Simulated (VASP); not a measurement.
Tl3Mo, 4 atoms in the cell. It takes space group Pm-3m (No. 221, cubic). Conventional cell: a = 4.180 Å, b = 4.180 Å, c = 4.180 Å, α = 90.00°, β = 90.00°, γ = 90.00°. Mo (site symmetry m-3m) has 12 Tl at 2.96 Å within 3.9 Å. Within 3.9 Å of Tl (site symmetry 4/mmm) lie 4 Mo at 2.96 Å and 8 Tl at 2.96 Å. 

```yaml
Program: VASP 6.6.1
Task: relaxation of cell and atoms
Functional: PBE
Potentials_or_basis: VASP PAW PBE potentials, release 64 (Mo_sv, Tl_d)
Cutoff: 600 eV
k_mesh: 5 × 5 × 5
Occupations: methfessel-paxton, width 0.1 eV
Spin: no spin polarisation
Dipole_correction: no
Further_INCAR_settings: ALGO = Normal; EDIFF = 1e-06; IBRION = 2; EDIFFG = -0.02; NSW = 80; ISIF = 3
```

Potentials or basis: VASP PAW PBE potentials, release 64 (Mo_sv, Tl_d).

Launch:

```bash
$ cat potpaw_PBE.64/Mo_sv/POTCAR potpaw_PBE.64/Tl_d/POTCAR > POTCAR
$ mpirun -np 1 vasp_std > vasp.out
```

Hardware: 1 thread of Intel(R) Xeon(R) Platinum 8488C (Sapphire Rapids) (shared host).

Question: Estimate the wall time of this run.

Answer: Wall time 93 s on 1 thread of Intel(R) Xeon(R) Platinum 8488C (Sapphire Rapids), on a shared host, peak memory 0.22 GiB. Counts: scf iterations 47, k points 10, ion steps 4.
